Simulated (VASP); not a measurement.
Input of a VASP 6.6.1 run:

File INCAR:

```
  ALGO = Normal
  EDIFF = 1E-7
  ENCUT = 520
  GGA = PS
  ISIF = 2
  ISMEAR = 0
  LASPH = T
  LCHARG = F
  LREAL = F
  LWAVE = F
  NBANDS = 18
  NELM = 100
  PREC = Accurate
  SIGMA = 0.05
```

KPOINTS

```
k-points
0
Gamma
  8 1 6
```

POSCAR

```
P
1.0
    3.2837277200      0.0000000000      0.0000000000
    0.0000000000     34.8570309900      0.0000000000
    0.0000000000      0.0000000000      4.6784055571
P
4
Direct
    0.0000000000      0.9702614300      0.5921507200
    0.0000000000      0.0297385700      0.4078492800
    0.5000000000      0.0297385700      0.0921507200
    0.5000000000      0.9702614300      0.9078492800
```

Potentials or basis: VASP PAW PBE potentials, release 64 (P).

The run is started by

```sh
$ cat potpaw_PBE.64/P/POTCAR > POTCAR
$ mpirun -np 1 vasp_std > vasp.out
```

Task: Estimate the largest force.

Result: 0.103 eV/Å.

Task: Predict the band gap on the k mesh.

Result: 0.95 eV.

Forces in eV/Å, atoms in the order of the input:
```
P    0.000 -0.018 -0.101
P    0.000  0.018  0.101
P    0.000  0.018 -0.101
P    0.000 -0.018  0.101
```

Caveat: the cell differs from its parent crystal (strain +0.0100 x Voigt [0, 0, 1, 0, 0, 0]); the PAW data sets were made with another functional, which shifts forces and pressure a little.
